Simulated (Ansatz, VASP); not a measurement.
Zr in VASP and in Ansatz

INCAR

```
ALGO     = Normal         # electronic algorithm
EDIFF    = 1E-8           # SCF threshold, eV
ENCUT    = 520            # plane-wave cutoff, eV
GGA      = CA             # functional
ISIF     = 2              # what is computed and relaxed
ISMEAR   = -1             # smearing method
LASPH    = T              # aspherical terms in the spheres
LCHARG   = F              # write CHGCAR
LEFG     = T            
LREAL    = F              # projectors in reciprocal space
LWAVE    = F              # write WAVECAR
NBANDS   = 12             # bands
NELM     = 60             # most SCF steps
PREC     = Accurate       # precision mode
SIGMA    = 0.03           # smearing width, eV
```

The input KPOINTS:

```
k-points
0
Gamma
  16 16 16
```

File POSCAR:

```
Zr
1.0
   -1.8160133332      1.8160133332      1.8160133332
    1.8160133332     -1.8160133332      1.8160133332
    1.8160133332      1.8160133332     -1.8160133332
Zr
1
Direct
    0.0000000000      0.0000000000      0.0000000000
```

Input for Ansatz:

```yaml
crystal:
  lattice:
    - [-1.8160133332, 1.8160133332, 1.8160133332]
    - [1.8160133332, -1.8160133332, 1.8160133332]
    - [1.8160133332, 1.8160133332, -1.8160133332]
  atoms:
    - { symbol: Zr, position: [0.0, 0.0, 0.0] }
kpoints:
  mp_grid: { grid: [16, 16, 16] }
scf:
  occupations: { method: fermi_dirac, width: 0.03 }
hamiltonian:
  xc: lda
  pseudopotentials: { kind: paw }
output:
  forces: true
  stress: true
  eigenvalues: true
  efg: { contact_densities: true }
  write_density: true
  write_potential: true
  elf: true
  volumetric_format: npy
```

Change from the starting cell: volume scaled by 1.01, PAW files.

Alike in both runs: task electric field gradients; functional LDA; k mesh 16 × 16 × 16; occupations fermi-dirac, width 0.03 eV; no spin polarisation.

```csv
,VASP,Ansatz
version,VASP 6.6.1,Ansatz 0.2.0
potentials or method,"VASP PAW LDA potentials, release 64 (Zr_sv)","PAW with Ansatz's default frozen-core files, scalar-relativistic"
plane-wave cutoff (eV),520,420
valence electrons in the cell,12,12
```

Ansatz gave:

| Item | Value |
| --- | --- |
| pressure (GPa) | -10.2 |

Task: What did VASP give for the same quantities?

Result: Pressure (GPa): -10.1.

LDA's correlation is that of Perdew and Zunger in VASP and of Perdew and Wang (1992) in Ansatz.
